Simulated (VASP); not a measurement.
Wanted: the native input for a VASP 6.6.1 run.

```
Task                   : single point
Functional             : r2SCAN
Potentials or basis    : VASP PAW PBE potentials, release 64 (Cu)
Cutoff                 : 660 eV
k mesh                 : 9 × 9 × 9
Occupations            : fermi-dirac, width 0.1 eV
Spin                   : no spin polarisation
Dipole correction      : no
Further INCAR settings : ALGO = Normal; EDIFF = 1e-06; NBANDS = 18
```

Crystal: Cu.

```
Cu
1.0
     0.00000    2.49180    2.49180
     2.49180    0.00000    2.49180
     2.49180    2.49180    0.00000
Cu
2
Direct
  0.00000 0.00000 0.00000
  0.25000 0.25000 0.25000
```

This isn't the form of Cu at room conditions, which is fcc.

The input as run:

POSCAR

```
Cu
1.0
    0.0000000000      2.4918043680      2.4918043680
    2.4918043680      0.0000000000      2.4918043680
    2.4918043680      2.4918043680      0.0000000000
Cu
2
Direct
    1.0000000000      1.0000000000      1.0000000000
    0.2500000000      0.2500000000      0.2500000000
```

INCAR.step1

```
SYSTEM = Cu
PREC     = Accurate       ! precision mode
ENCUT    = 660            ! plane-wave cutoff, eV
ISMEAR   = -1             ! smearing method
SIGMA    = 0.1            ! smearing width, eV
LREAL    = .FALSE.        ! projectors in reciprocal space
LASPH    = .TRUE.         ! aspherical terms in the spheres
NELM     = 120            ! most SCF steps
NBANDS   = 18             ! bands
GGA      = PE             ! functional
ALGO     = Normal         ! electronic algorithm
EDIFF    = 1E-5           ! SCF threshold, eV
LWAVE    = .TRUE.         ! write WAVECAR
LCHARG   = .FALSE.        ! write CHGCAR
GGA_COMPAT= .FALSE.
```

INCAR.step2

```
SYSTEM = Cu
PREC     = Accurate       ! precision mode
ENCUT    = 660            ! plane-wave cutoff, eV
EDIFF    = 1E-6           ! SCF threshold, eV
ISMEAR   = -1             ! smearing method
SIGMA    = 0.1            ! smearing width, eV
LREAL    = .FALSE.        ! projectors in reciprocal space
LASPH    = .TRUE.         ! aspherical terms in the spheres
NELM     = 120            ! most SCF steps
ALGO     = Normal         ! electronic algorithm
ISIF     = 2              ! what is computed and relaxed
LWAVE    = .FALSE.        ! write WAVECAR
LCHARG   = .FALSE.        ! write CHGCAR
METAGGA  = R2SCAN         ! meta-GGA
LMIXTAU  = .TRUE.       
NBANDS   = 18             ! bands
ISTART   = 1            
GGA_COMPAT= .FALSE.
```

KPOINTS

```
regular mesh
0
G
  9 9 9
  0 0 0
```

Potentials or basis: VASP PAW PBE potentials, release 64 (Cu).

The run is started by

```sh
$ cat potpaw_PBE.64/Cu/POTCAR > POTCAR
$ cp INCAR.step1 INCAR
$ mpirun -np 1 vasp_std > vasp.out
$ cp INCAR.step2 INCAR
$ mpirun -np 1 vasp_std > vasp.out
```

It gave:

| Quantity | Value |
| --- | --- |
| Pressure | 15.4 GPa |
| Band gap on the k mesh | zero (bands 11 and 12 overlap by 0.82 eV) |

Caveat: the cell stands under pressure; the PAW data sets were made with another functional, which shifts forces and pressure a little.

Run time: 120 s on 1 thread of Intel(R) Xeon(R) Platinum 8259CL CPU @ 2.50GHz (Skylake/Cascade Lake) (shared host), peak memory 0.17 GiB.
